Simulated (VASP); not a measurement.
Wanted: the native input for a VASP 6.6.1 run.

```yaml
Task: single point
Functional: PBE
Potentials_or_basis: VASP PAW PBE potentials, release 64 (In_d)
Cutoff: 520 eV
k_mesh: 12 × 12 × 8
Occupations: gaussian, width 0.1 eV
Spin: no spin polarisation
Dipole_correction: no
Further_INCAR_settings: ALGO = Fast; EDIFF = 1e-07; NBANDS = 20
```

The structure of In lies in POSCAR:

```
In
1.0
    3.3354847820      0.0000000000      0.0000000000
   -1.6677423910      2.8886145552      0.0000000000
    0.0000000000      0.0000000000      5.5091429200
In
2
Direct
    0.3592973340      0.7185946781      0.2500000000
    0.6666666700      0.3333333300      0.7500000000
```

This cell differs from its parent crystal: one atom moved.

The input as run:

INCAR

```
PREC = Accurate
ENCUT = 520
EDIFF = 1E-7
ISMEAR = 0
SIGMA = 0.1
LREAL = False
LASPH = True
NELM = 80
ALGO = Fast
ISIF = 2
LWAVE = False
LCHARG = False
GGA = PE
NBANDS = 20
```

KPOINTS

```
Automatic mesh
0
Gamma
  12 12 8
```

Potentials or basis: VASP PAW PBE potentials, release 64 (In_d).

Run with:

```bash
$ cat potpaw_PBE.64/In_d/POTCAR > POTCAR
$ mpirun -np 1 vasp_std > vasp.out
```

It gave:

```
Pressure               : 1.6 GPa
Largest force          : 0.032 eV/Å
Band gap on the k mesh : zero (bands 13 and 14 overlap by 6.29 eV)
```

Caveat: the cell differs from its parent crystal (one atom moved); spin-orbit coupling is left out, which moves the levels of the heavy elements.

Run time: 4.2 min on 1 thread of Intel(R) Xeon(R) Platinum 8259CL CPU @ 2.50GHz (Skylake/Cascade Lake) (shared host), peak memory 0.31 GiB.
